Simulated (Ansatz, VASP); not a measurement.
**One calculation of K, two programs**

```
K
1.0
     9.57563    0.00000    0.00000
     0.00000    9.57563    0.00000
     0.00000    0.00000    4.32460
K
1
Cartesian
  0.0000 0.0000 0.0000
```

Change from the starting cell: strain -0.0500 x Voigt [1, 1, 0, 0, 0, 0], atoms carried along.

Alike in both runs: task single point; functional LDA; k mesh 6 × 6 × 12; occupations gaussian, width 0.15 eV; no spin polarisation.

|  | VASP | Ansatz |
| --- | --- | --- |
| version | VASP 6.6.1 | Ansatz 0.2.0 |
| potentials or method | VASP PAW LDA potentials, release 64 (K_sv), cutoff 520 eV | scalar-relativistic, plane waves, PAW |
| valence electrons in the cell | 9 | 9 |

|  | VASP | Ansatz | Ansatz less VASP |
| --- | --- | --- | --- |
| gap on the k mesh at the Fermi level (eV) | none | none | - |
| pressure (GPa) | -0.1 | -0.1 | 0.00 |
| traceless stress, the component that is largest in VASP (GPa) | -0.09 | -0.09 | 0.000 |

LDA's correlation is that of Perdew and Zunger in VASP and of Perdew and Wang (1992) in Ansatz. A gap of «none» marks a metal or a gap that the smearing closes.
